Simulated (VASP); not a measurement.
# Re in VASP: further runs

The runs below take Re through single point, with PBEsol, PBE.

All numbers are computed with VASP 6.6.1; they aren't measurements. Logs are shortened: lines on timing, memory, paths and dates and some standing lists are left out, and cuts for length are marked.

## 1. The cell of the first run

It takes space group P6_3/mmc (No. 194, hexagonal). Conventional cell: a = 2.785 Å, b = 2.785 Å, c = 8.998 Å, α = 90.00°, β = 90.00°, γ = 120.00°. Re (site symmetry -6m2) has 12 Re at 2.76 to 2.78 Å within 3.6 Å. Within 3.6 Å of Re (site symmetry -3m) lie 12 Re at 2.76 to 2.78 Å.

## 2. Single point, PBEsol

The input, INCAR:

```
SYSTEM = Re
PREC = Accurate
ENCUT = 520
EDIFF = 1E-6
ISMEAR = -1
SIGMA = 0.05
LREAL = .FALSE.
LASPH = .TRUE.
NELM = 100
ALGO = Normal
ISIF = 2
LWAVE = .FALSE.
LCHARG = .FALSE.
GGA = PS
NBANDS = 22
```

The input, KPOINTS:

```
Automatic mesh
0
G
  11 11 3
  0 0 0
```

The input, POSCAR:

```
Re
1.0
    2.7847083741      0.0000000000      0.0000000000
   -1.3923541870      2.4116281941      0.0000000000
    0.0000000000      0.0000000000      8.9980445353
Re
4
Direct
    0.6666666667      0.3333333333      0.7500000000
    0.0000000000      0.0000000000      0.5000000000
    0.3333333333      0.6666666667      0.2500000000
    0.0000000000      0.0000000000      0.0000000000
```

Potentials or basis: VASP PAW PBE potentials, release 64 (Re).

Launch:

```
> cat potpaw_PBE.64/Re/POTCAR > POTCAR
> mpirun -np 1 vasp_std > vasp.out
```

OUTCAR:

```text
SYSTEM = Re
   PREC = Accurate
   ENCUT = 520
   EDIFF = 1E-6
   ISMEAR = -1
   LREAL = .FALSE.
   LASPH = .TRUE.
   NELM = 100
   ISIF = 2
   GGA = PS

 ion  position               nearest neighbor table
   1  0.667  0.333  0.750-   2 2.76   4 2.76   2 2.76   4 2.76   2 2.76   4 2.76
   2  0.000  0.000  0.500-   1 2.76   3 2.76   3 2.76   1 2.76   1 2.76   3 2.76
   3  0.333  0.667  0.250-   2 2.76   4 2.76   2 2.76   4 2.76   2 2.76   4 2.76
   4  0.000  0.000  0.000-   1 2.76   3 2.76   3 2.76   1 2.76   1 2.76   3 2.76

  LATTYP: Found a hexagonal cell.
 ALAT       =     2.7847083741
 C/A-ratio  =     3.2312340563

  Lattice vectors:

 A1 = (   2.7847083741,   0.0000000000,   0.0000000000)
 A2 = (  -1.3923541870,   2.4116281941,   0.0000000000)
 A3 = (   0.0000000000,   0.0000000000,   8.9980445353)

Analysis of symmetry for initial positions (statically):
=====================================================================
 Subroutine PRICEL returns:
 Original cell was already a primitive cell.

 Routine SETGRP: Setting up the symmetry group for a
 hexagonal supercell.

 Subroutine GETGRP returns: Found 24 space group operations
 (whereof 12 operations were pure point group operations)
 out of a pool of 24 trial point group operations.

The static configuration has the point symmetry D_3d.
 The point group associated with its full space group is D_6h.

Analysis of symmetry for dynamics (positions and initial velocities):
=====================================================================
 Subroutine PRICEL returns:
 Original cell was already a primitive cell.

 Routine SETGRP: Setting up the symmetry group for a
 hexagonal supercell.

 Subroutine GETGRP returns: Found 24 space group operations
 (whereof 12 operations were pure point group operations)
 out of a pool of 24 trial point group operations.

The dynamic configuration has the point symmetry D_3d.
 The point group associated with its full space group is D_6h.

 Subroutine INISYM returns: Found 24 space group operations
 (whereof 12 operations are pure point group operations),
 and found     1 'primitive' translations

----------------------------------------------------------------------------------------

                                     Primitive cell

  volume of cell :      60.4280

  direct lattice vectors                    reciprocal lattice vectors
     2.784708374  0.000000000  0.000000000     0.359104030  0.207328808  0.000000000
    -1.392354187  2.411628194  0.000000000     0.000000000  0.414657617  0.000000000
     0.000000000  0.000000000  8.998044535     0.000000000  0.000000000  0.111135258

  length of vectors
     2.784708374  2.784708374  8.998044535     0.414657617  0.414657617  0.111135258

  position of ions in fractional coordinates (direct lattice)
     0.666666667  0.333333333  0.750000000
     0.000000000  0.000000000  0.500000000
     0.333333333  0.666666667  0.250000000
     0.000000000  0.000000000  0.000000000

  ion indices of the primitive-cell ions
   primitive index   ion index
                 1           1
                 2           2
                 3           3
                 4           4

----------------------------------------------------------------------------------------

 KPOINTS: Automatic mesh

Automatic generation of k-mesh.
 Grid dimensions read from file:
 generate k-points for:   11   11    3

 Generating k-lattice:

  Cartesian coordinates                     Fractional coordinates (reciprocal lattice)
     0.032645821  0.018848073  0.000000000     0.090909091  0.000000000  0.000000000
     0.000000000  0.037696147  0.000000000     0.000000000  0.090909091  0.000000000
     0.000000000  0.000000000  0.037045086     0.000000000  0.000000000  0.333333333

  Length of vectors
     0.037696147  0.037696147  0.037045086

  Shift w.r.t. Gamma in fractional coordinates (k-lattice)
     0.000000000  0.000000000  0.000000000

 Subroutine IBZKPT returns following result:
 ===========================================

 Found     32 irreducible k-points:

 Following reciprocal coordinates:
            Coordinates               Weight
  0.000000  0.000000  0.000000      1.000000
  0.090909 -0.000000  0.000000      6.000000
  0.181818  0.000000  0.000000      6.000000
  0.272727 -0.000000  0.000000      6.000000
  0.363636  0.000000  0.000000      6.000000
  0.454545  0.000000  0.000000      6.000000
[... 16 lines left out ...]
  0.090909  0.090909  0.333333     12.000000
  0.181818  0.090909  0.333333     24.000000
 [... further k-points ...]
   k-points           NKPTS =     32   k-points in BZ     NKDIM =     32   number of bands    NBANDS=     22
   number of dos      NEDOS =    301   number of ions     NIONS =      4
   total plane-waves  NPLWV =  40320
   dimension x,y,z NGX =    24 NGY =   24 NGZ =   70
   dimension x,y,z NGXF=    48 NGYF=   48 NGZF=  140
   ions per type =               4
   NGX,Y,Z   is equivalent  to a cutoff of  14.33, 14.33, 12.93 a.u.
   NGXF,Y,Z  is equivalent  to a cutoff of  28.66, 28.66, 25.87 a.u.
 SYSTEM =  Re
   PREC   = accura    normal or accurate (medium, high low for compatibility)
   ISTART =      0    job   : 0-new  1-cont  2-samecut
   ICHARG =      2    charge: 1-file 2-atom 10-const
   ISPIN  =      1    spin polarized calculation?
   LNONCOLLINEAR =      F non collinear calculations
   LSORBIT =      F    spin-orbit coupling
   LASPH  =      T    aspherical Exc in radial PAW
   ENCUT  =  520.0 eV  38.22 Ry    6.18 a.u.   5.18  5.18 16.73*2*pi/ulx,y,z
   NELM   =    100;   NELMIN=  2; NELMDL= -5     # of ELM steps
   EDIFF  = 0.1E-05   stopping-criterion for ELM
   LREAL  =      F    real-space projection
   EDIFFG = 0.1E-04   stopping-criterion for IOM
   NSW    =      0    number of steps for IOM
   IBRION =     -1    ionic relax: 0-MD 1-quasi-New 2-CG
   NFREE  =      0    steps in history (QN), initial steepest desc. (CG)
   ISIF   =      2    stress and relaxation
   ISYM   =      2    0-nonsym 1-usesym 2-fastsym
   POTIM  = 0.5000    time-step for ionic-motion
   TEBEG  =    0.0;   TEEND  =   0.0 temperature during run
   PSTRESS=    0.0 pullay stress
   NELECT =      28.0000    total number of electrons
   NUPDOWN=      -1.0000    fix difference up-down
   EMIN   =  10.00;   EMAX   =-10.00  energy-range for DOS
   EFERMI =   0.00;   METHOD = LEGACY
   ISMEAR =    -1;   SIGMA  =   0.05  broadening in eV -4-tet -1-fermi 0-gaus
   EFERMI_NEDOS =   21; number of points for ismear=-14 and -15
   IALGO  =     38    algorithm
   IMIX   =      4    mixing-type and parameters
     AMIX     =   0.40;   BMIX     =  1.00
     AMIX_MAG =   1.60;   BMIX_MAG =  1.00
  volume/ion in A,a.u.               =      15.11       101.95
  Fermi-wavevector in a.u.,A,eV,Ry     =   1.266820  2.393942 21.835063  1.604832
  Thomas-Fermi vector in A             =   2.400000
   LORBIT       =      0    0 simple, 1 ext, 2 COOP (PROOUT), +10 PAW based schemes
   GGA     = PS    functional components
   LHFCALC =     F    Hartree Fock is set to
   AEXX    =    0.0000 exact exchange contribution
   IVDW    =     0    specifies the selected vdW correction
   LEPSILON=     F    determine dielectric tensor
   LRPA    =     F    only Hartree local field effects (RPA)
 non-spin polarized calculation
  energy-cutoff  :      520.00
  volume of cell :       60.43
 maximum number of plane-waves:      1643
 NGX is ok and might be reduce to    24
   NGX = 11   NGY = 11   NGZ = 33

 number of electron      27.9999999 magnetization

 Free energy of the ion-electron system (eV)
  ---------------------------------------------------
  ext. energy  EPLUGINS =         0.00000000
  ---------------------------------------------------
  free energy    TOTEN  =       -53.38576746 eV

  energy without entropy =      -53.36111700  energy(sigma->0) =      -53.37344223

 E-fermi :   7.4773     XC(G=0): -13.6753

 val. band max:        7.4736691556   @ k =   0.1818   0.0909   0.3333
 cond. band min:       7.4780006392   @ k =   0.2727   0.0909   0.0000
 fundamental gap:      0.0043314837
 Fermi energy:         7.4772860375

 k-point     1 :       0.0000    0.0000    0.0000
  band No.  band energies     occupation
      1      -2.3198      2.00000
      2      -0.0500      2.00000
      3       0.0258      2.00000
      4       0.9638      2.00000
      5       5.0145      2.00000
      6       5.1038      2.00000
[... 14 lines left out ...]
     21       9.9044      0.00000
     22       9.9044      0.00000

 k-point     2 :       0.0909   -0.0000    0.0000
  band No.  band energies     occupation
      1      -1.9933      2.00000
      2       0.2530      2.00000
      3       0.3258      2.00000
      4       1.2747      2.00000
      5       4.6271      2.00000
      6       4.8917      2.00000
[... 14 lines left out ...]
     21       9.8505      0.00000
     22       9.9687      0.00000

 k-point     3 :       0.1818    0.0000    0.0000
  band No.  band energies     occupation
      1      -1.0899      2.00000
      2       0.9876      2.00000
      3       1.0473      2.00000
      4       2.0394      2.00000
      5       4.0013      2.00000
      6       4.4030      2.00000
[... 14 lines left out ...]
     21      10.0582      0.00000
     22      10.2399      0.00000

 k-point     4 :       0.2727   -0.0000    0.0000
  band No.  band energies     occupation
      1       0.1160      2.00000
      2       1.4939      2.00000
      3       1.5639      2.00000
      4       2.4988      2.00000
      5       3.6573      2.00000
      6       3.8087      2.00000
[... 14 lines left out ...]
     21      10.6961      0.00000
     22      10.7705      0.00000

 k-point     5 :       0.3636    0.0000    0.0000
  band No.  band energies     occupation
      1       0.9293      2.00000
      2       1.3298      2.00000
      3       1.6860      2.00000
      4       2.3198      2.00000
      5       3.2503      2.00000
      6       3.3288      2.00000
[... 417 lines left out ...]
 k-point    22 :       0.4545    0.0000    0.3333
  band No.  band energies     occupation
      1       1.1888      2.00000
      2       1.3438      2.00000
      3       1.6258      2.00000
      4       1.9401      2.00000
      5       2.5121      2.00000
      6       2.6132      2.00000
[... 14 lines left out ...]
     21      11.6636      0.00000
     22      12.1354      0.00000

 k-point    23 :       0.0909    0.0909    0.3333
  band No.  band energies     occupation
      1      -1.0865      2.00000
      2      -0.2815      2.00000
      3       1.6667      2.00000
      4       1.8523      2.00000
      5       4.3496      2.00000
      6       4.6156      2.00000
[... 14 lines left out ...]
     21      10.3001      0.00000
     22      10.9504      0.00000

 k-point    24 :       0.1818    0.0909    0.3333
  band No.  band energies     occupation
      1      -0.0535      2.00000
      2       0.5876      2.00000
      3       2.4105      2.00000
      4       2.6771      2.00000
      5       3.6072      2.00000
      6       3.8698      2.00000
[... 14 lines left out ...]
     21      10.4054      0.00000
     22      11.0691      0.00000

 [... further k-points ...]
[... 5 lines left out ...]
  --------------------------------------------------------------------------------------
  -------------------------------------------------------------------------------------
  Total       -5.2477416     -5.2477416     -5.1707048     -0.0000000      0.0000000      0.0000000
  in kB     -139.1376973   -139.1376973   -137.0951567     -0.0000000      0.0000000      0.0000000
  external PRESSURE =    -138.4568504 kB  Pullay stress =       0.0000000 kB

 VOLUME and BASIS-vectors are now :
 -----------------------------------------------------------------------------
  energy-cutoff  :      520.00
  volume of cell :       60.43
      direct lattice vectors                 reciprocal lattice vectors
     2.784708374  0.000000000  0.000000000     0.359104030  0.207328808  0.000000000
    -1.392354187  2.411628194  0.000000000     0.000000000  0.414657617  0.000000000
     0.000000000  0.000000000  8.998044535     0.000000000  0.000000000  0.111135258

 POSITION                                       TOTAL-FORCE (eV/Angst)
 -----------------------------------------------------------------------------------
      1.39235      0.80388      6.74853         0.000000      0.000000     -0.000000
      0.00000      0.00000      4.49902         0.000000      0.000000      0.000000
     -0.00000      1.60775      2.24951        -0.000000     -0.000000     -0.000000
      0.00000      0.00000      0.00000         0.000000      0.000000      0.000000
 -----------------------------------------------------------------------------------
    total drift:                               -0.000000      0.000000      0.000000

  FREE ENERGIE OF THE ION-ELECTRON SYSTEM (eV)
  ---------------------------------------------------
  free  energy   TOTEN  =       -53.3857674638 eV

  energy  without entropy=      -53.3611170009  energy(sigma->0) =      -53.37344223
```

It took 42 s on 1 thread of Intel Xeon Platinum 8259CL at 2.50GHz (Skylake/Cascade Lake), shared host; peak memory 0.2 GiB.

Results:

* Free energy: -53.3858 eV
* Pressure: -13.8 GPa
* Band gap on the k mesh: zero (band 14 reaches 8.54 eV, above the bottom of band 15 at 6.21 eV)

Stress tensor (GPa, compression positive):
```
-13.91   0.00   0.00
  0.00 -13.91   0.00
  0.00   0.00 -13.71
```

Caveat: the PAW data sets were made with another functional, which shifts forces and pressure a little; spin-orbit coupling is left out, which moves the levels of the heavy elements.

[end of part 1 of 2]
